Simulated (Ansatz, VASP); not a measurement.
**Li: VASP beside Ansatz**

File INCAR:

```
  PREC = Accurate
  ENCUT = 520
  EDIFF = 1E-7
  ISMEAR = 0
  SIGMA = 0.1
  LREAL = False
  LASPH = True
  NELM = 80
  ALGO = Fast
  ISIF = 2
  LWAVE = False
  LCHARG = True
  GGA = PE
  LELF = True
  LVHAR = True
  NBANDS = 10
```

The input KPOINTS:

```
regular mesh
0
Gamma
  14 14 8
```

POSCAR

```
Li
1.0
    2.9976683432      0.0000000000      0.0000000000
   -1.4988341716      2.5943865291      0.0538841379
    0.0000000000      0.1018600000      4.9413304600
Li
2
Direct
    0.3432269894      0.6864539790      0.2333880773
    0.6567730106      0.3135460210      0.7666119227
```

Input for Ansatz:

```yaml
crystal:
  lattice:
    - [2.9976683432, 0.0, 0.0]
    - [-1.4988341716, 2.5943865291, 0.0538841379]
    - [0.0, 0.10186, 4.94133046]
  atoms:
    - { symbol: Li, position: [0.3432269894, 0.686453979, 0.2333880773] }
    - { symbol: Li, position: [0.6567730106, 0.313546021, 0.7666119227] }
basis:
  ecutwfc: 420
kpoints:
  mp_grid: { grid: [14, 14, 8] }
hamiltonian:
  xc: pbe
scf:
  occupations: { method: gaussian, width: 0.1 }
output:
  forces: true
  stress: true
  eigenvalues: true
  populations: true
```

Alike in both runs: task single point; functional PBE; k mesh 14 × 14 × 8; occupations gaussian, width 0.1 eV; no spin polarisation.

|  | VASP | Ansatz |
| --- | --- | --- |
| version | VASP 6.6.1 | Ansatz 0.2.0 |
| potentials or method | VASP PAW PBE potentials, release 64 (Li_sv), cutoff 520 eV | scalar-relativistic, plane waves, PAW |
| valence electrons in the cell | 6 | 6 |

```tsv
	VASP	Ansatz	Ansatz less VASP
gap on the k mesh at the Fermi level (eV)	none	none	-
rms of the force components (eV/Å)	0.142	0.142	-0.0004
```

Atom by atom the forces differ by 0.000 eV/Å (rms over components). A gap of «none» marks a metal or a gap that the smearing closes.

Noted on VASP's run: the cutoff is short for stress, so the pressure is rough.
